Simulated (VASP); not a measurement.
# HfN (Fm-3m) in VASP: a series of runs, part 2 of 2

VASP 6.6.1. The steps go on from the part before.

## 3. Single point, PBEsol (volume scaled by 0.91)

INCAR reads:

```
SYSTEM = HfN
ALGO = Normal ; EDIFF = 1E-7
ENCUT = 520 ; GGA = PS
ISIF = 2 ; ISMEAR = 0
LASPH = .TRUE. ; LCHARG = .TRUE.
LELF = .TRUE. ; LREAL = .FALSE.
LVHAR = .TRUE. ; LWAVE = .FALSE.
NBANDS = 14 ; NELM = 60
PREC = Accurate ; SIGMA = 0.1
```

KPOINTS reads:

```
k-points
0
G
  16 16 16
  0 0 0
```

POSCAR reads:

```
HfN
1.0
    0.0000000000      2.1812112043      2.1812112043
    2.1812112043      0.0000000000      2.1812112043
    2.1812112043      2.1812112043      0.0000000000
Hf N
1 1
Direct
    0.0000000000      0.0000000000      0.0000000000
    0.5000000000      0.5000000000      0.5000000000
```

Potentials or basis: VASP PAW PBE potentials, release 64 (Hf_pv, N).

Run with:

```sh
cat potpaw_PBE.64/Hf_pv/POTCAR potpaw_PBE.64/N/POTCAR > POTCAR
mpirun -np 1 vasp_std > vasp.out
```

OUTCAR:

```text
SYSTEM = HfN
   EDIFF = 1E-7
   ENCUT = 520
   GGA = PS
   ISIF = 2
   ISMEAR = 0
   LASPH = .TRUE.
   LREAL = .FALSE.
   NELM = 60
   PREC = Accurate

 ion  position               nearest neighbor table
   1  0.000  0.000  0.000-   2 2.18   2 2.18   2 2.18   2 2.18   2 2.18   2 2.18
   2  0.500  0.500  0.500-   1 2.18   1 2.18   1 2.18   1 2.18   1 2.18   1 2.18

  LATTYP: Found a face centered cubic cell.
 ALAT       =     4.3624224086

  Lattice vectors:

 A1 = (   0.0000000000,   2.1812112043,   2.1812112043)
 A2 = (   2.1812112043,   0.0000000000,   2.1812112043)
 A3 = (   2.1812112043,   2.1812112043,   0.0000000000)

Analysis of symmetry for initial positions (statically):
=====================================================================
 Subroutine PRICEL returns:
 Original cell was already a primitive cell.

 Routine SETGRP: Setting up the symmetry group for a
 face centered cubic supercell.

 Subroutine GETGRP returns: Found 48 space group operations
 (whereof 48 operations were pure point group operations)
 out of a pool of 48 trial point group operations.

The static configuration has the point symmetry O_h .

Analysis of symmetry for dynamics (positions and initial velocities):
=====================================================================
 Subroutine PRICEL returns:
 Original cell was already a primitive cell.

 Routine SETGRP: Setting up the symmetry group for a
 face centered cubic supercell.

 Subroutine GETGRP returns: Found 48 space group operations
 (whereof 48 operations were pure point group operations)
 out of a pool of 48 trial point group operations.

The dynamic configuration has the point symmetry O_h .

 Subroutine INISYM returns: Found 48 space group operations
 (whereof 48 operations are pure point group operations),
 and found     1 'primitive' translations

----------------------------------------------------------------------------------------

[... 116 lines left out ...]
   LORBIT       =      0    0 simple, 1 ext, 2 COOP (PROOUT), +10 PAW based schemes
   GGA     = PS    functional components
   LHFCALC =     F    Hartree Fock is set to
   AEXX    =    0.0000 exact exchange contribution
   IVDW    =     0    specifies the selected vdW correction
   LEPSILON=     F    determine dielectric tensor
   LRPA    =     F    only Hartree local field effects (RPA)
 non-spin polarized calculation
 Gauss-broadening in eV      SIGMA  =   0.10
  energy-cutoff  :      520.00
  volume of cell :       20.76
 maximum number of plane-waves:       568
   NGX = 11   NGY = 11   NGZ = 11

 number of electron      15.0000001 magnetization

 Free energy of the ion-electron system (eV)
  ---------------------------------------------------
  ext. energy  EPLUGINS =         0.00000000
  ---------------------------------------------------
  free energy    TOTEN  =       -22.82890845 eV

  energy without entropy =      -22.82602528  energy(sigma->0) =      -22.82746686

 E-fermi :   9.1480     XC(G=0): -13.4525

 val. band max:        9.1429831407   @ k =   0.0625   0.0625   0.0000
 cond. band min:       9.1496720941   @ k =  -0.1250   0.0625   0.0000
 fundamental gap:      0.0066889534
 Fermi energy:         9.1479732004

 k-point     1 :       0.0000    0.0000    0.0000
  band No.  band energies     occupation
      1     -21.4803      2.00000
      2     -21.4803      2.00000
      3     -21.4803      2.00000
      4      -8.8984      2.00000
      5       6.0660      2.00000
      6       6.0660      2.00000
      7       6.0660      2.00000
      8       8.7140      2.00000
      9       8.7140      2.00000
     10       8.7140      2.00000
     11      11.3621      0.00000
     12      11.3621      0.00000
     13      12.0483      0.00000
     14      18.9546      0.00000
[... 377 lines left out ...]
      1     -21.6291      2.00000
      2     -21.5158      2.00000
      3     -21.4820      2.00000
      4      -8.5954      2.00000
      5       4.9665      2.00000
      6       5.2779      2.00000
      7       5.6550      2.00000
      8       8.9101      1.99923
      9       8.9191      1.99879
     10       9.4362      0.00005
     11      11.7059      0.00000
     12      12.5778      0.00000
     13      12.8994      0.00000
     14      19.8647      0.00000

 [... further k-points ...]
[... 5 lines left out ...]
  --------------------------------------------------------------------------------------
  -------------------------------------------------------------------------------------
  Total        3.9538190      3.9538190      3.9538190     -0.0000000     -0.0000000      0.0000000
  in kB      305.2138325    305.2138325    305.2138325     -0.0000000     -0.0000000      0.0000000
  external PRESSURE =     305.2138325 kB  Pullay stress =       0.0000000 kB

 VOLUME and BASIS-vectors are now :
 -----------------------------------------------------------------------------
  energy-cutoff  :      520.00
  volume of cell :       20.76
      direct lattice vectors                 reciprocal lattice vectors
     0.000000000  2.181211204  2.181211204    -0.229230438  0.229230438  0.229230438
     2.181211204  0.000000000  2.181211204     0.229230438 -0.229230438  0.229230438
     2.181211204  2.181211204  0.000000000     0.229230438  0.229230438 -0.229230438

 POSITION                                       TOTAL-FORCE (eV/Angst)
 -----------------------------------------------------------------------------------
      0.00000      0.00000      0.00000         0.000000      0.000000      0.000000
      2.18121      2.18121      2.18121        -0.000000     -0.000000     -0.000000
 -----------------------------------------------------------------------------------
    total drift:                                0.000000     -0.000000     -0.000000

  FREE ENERGIE OF THE ION-ELECTRON SYSTEM (eV)
  ---------------------------------------------------
  free  energy   TOTEN  =       -22.8289084472 eV

  energy  without entropy=      -22.8260252795  energy(sigma->0) =      -22.82746686
```

OSZICAR:

```text
N       E                     dE             d eps       ncg     rms          rms(c)
DAV:   1     0.390137310125E+02    0.39014E+02   -0.78231E+03  4060   0.102E+03
DAV:   2    -0.236985952355E+02   -0.62712E+02   -0.58728E+02  5276   0.245E+02
DAV:   3    -0.255672035071E+02   -0.18686E+01   -0.18625E+01  4768   0.345E+01
DAV:   4    -0.255726655032E+02   -0.54620E-02   -0.54613E-02  4900   0.220E+00
DAV:   5    -0.255726908669E+02   -0.25364E-04   -0.25363E-04  4658   0.129E-01    0.620E+01
DAV:   6    -0.229022264841E+02    0.26705E+01   -0.68957E+00  4782   0.215E+01    0.499E+01
DAV:   7    -0.228502721254E+02    0.51954E-01   -0.43830E-01  5302   0.568E+00    0.272E+01
DAV:   8    -0.228317579472E+02    0.18514E-01   -0.52072E-02  5176   0.196E+00    0.415E+00
DAV:   9    -0.228291613837E+02    0.25966E-02   -0.98295E-03  4654   0.749E-01    0.193E+00
DAV:  10    -0.228289403024E+02    0.22108E-03   -0.12506E-03  5392   0.332E-01    0.411E-01
DAV:  11    -0.228289096360E+02    0.30666E-04   -0.91060E-05  4888   0.974E-02    0.573E-02
DAV:  12    -0.228289089300E+02    0.70599E-06   -0.58875E-06  5020   0.205E-02    0.342E-02
DAV:  13    -0.228289085110E+02    0.41907E-06   -0.29061E-07  4960   0.493E-03    0.131E-03
DAV:  14    -0.228289084472E+02    0.63761E-07   -0.16165E-08  3044   0.124E-03
   1 F= -.22828908E+02 E0= -.22827467E+02  d E =-.288317E-02
```

Run time: 42 s. Hardware: 1 thread of AMD EPYC 9R45 (Zen 5), shared host; peak memory 0.14 GiB.

What came out:

```
Free energy : -22.8289 eV
Pressure    : 30.5 GPa
```

Levels at points of the mesh, in eV from the Fermi level:
```tsv
k point	band 6	band 7	band 8	band 9	band 10	band 11
(0.00, 0.00, 0.00)	-3.08	-3.08	-0.43	-0.43	-0.43	2.21
(0.50, 0.00, 0.00)	-6.71	-6.71	3.81	4.28	4.28	5.00
(0.50, 0.50, 0.00)	-4.34	-3.66	-3.66	4.69	6.42	6.42
```

Caveat: the PAW data sets were made with another functional, which shifts forces and pressure a little; spin-orbit coupling is left out, which moves the levels of the heavy elements.
